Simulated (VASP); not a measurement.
The system is NaLiZnS2.

```
Na Li Zn S
1.0
     3.98206    0.00000    0.00000
    -1.99103    3.44856    0.00000
     0.00000    0.00000    6.82385
Na Li Zn S
1 1 1 2
Direct
  0.00000 0.00000 0.02616
  0.33333 0.66667 0.35665
  0.66667 0.33333 0.61163
  0.33333 0.66667 0.73381
  0.66667 0.33333 0.27174
```

```yaml
Program: VASP 6.6.1
Task: relaxation of cell and atoms
Functional: PBEsol
Potentials_or_basis: VASP PAW PBE potentials, release 64 (Na_pv, Li_sv, Zn, S)
Cutoff: 600 eV
k_mesh: 6 × 6 × 4
Occupations: gaussian, width 0.01 eV
Spin: no spin polarisation
```

At the start: pressure -2.0 GPa; volume 18.74 Å³/atom.

**Question.** Where does the relaxation end?

**Answer.** Over 10 steps the energy falls by 5.1 meV/atom and the volume is 17.95 Å³/atom (-4.2 %); space group P3m1 (No. 156, to 0.1 Å) before and after.

Step by step:
| step | energy change (eV) | largest force (eV/Å) | pressure (GPa) | volume (Å³) |
| --- | --- | --- | --- | --- |
| 1 | 0.0000 | 0.1299 | -2.02 | 93.71 |
| 2 | -0.0237 | 0.1184 | -0.26 | 90.54 |
| 3 | -0.0239 | 0.1472 | -0.06 | 90.19 |
| 4 | -0.0253 | 0.0412 | 0.00 | 89.95 |
| 5 | -0.0253 | 0.0364 | 0.01 | 89.89 |
| 6 | -0.0253 | 0.0375 | 0.00 | 89.89 |
| 7 | -0.0255 | 0.0242 | -0.02 | 89.87 |
| 8 | -0.0257 | 0.0138 | -0.03 | 89.81 |
| 9 | -0.0257 | 0.0103 | 0.02 | 89.75 |
| 10 | -0.0257 | 0.0098 | 0.00 | 89.74 |

Final structure:
```xyz
5
Lattice="3.9210 0.0000 0.0000 -1.9605 3.3957 0.0000 0.0000 0.0000 6.7401" Properties=species:S:1:pos:R:3 pbc="T T T"
Na    0.0000    0.0000    0.1695
Li    0.0000    2.2638    2.4131
Zn    1.9605    1.1319    4.1234
S     0.0000    2.2638    4.9492
S     1.9605    1.1319    1.8250
```

Caveat: the cutoff is under 1.25 times the usual one of these potentials, so pressure, stress and relaxed cells hold a basis-set (Pulay) error; the PAW data sets were made with another functional, which shifts forces and pressure a little.
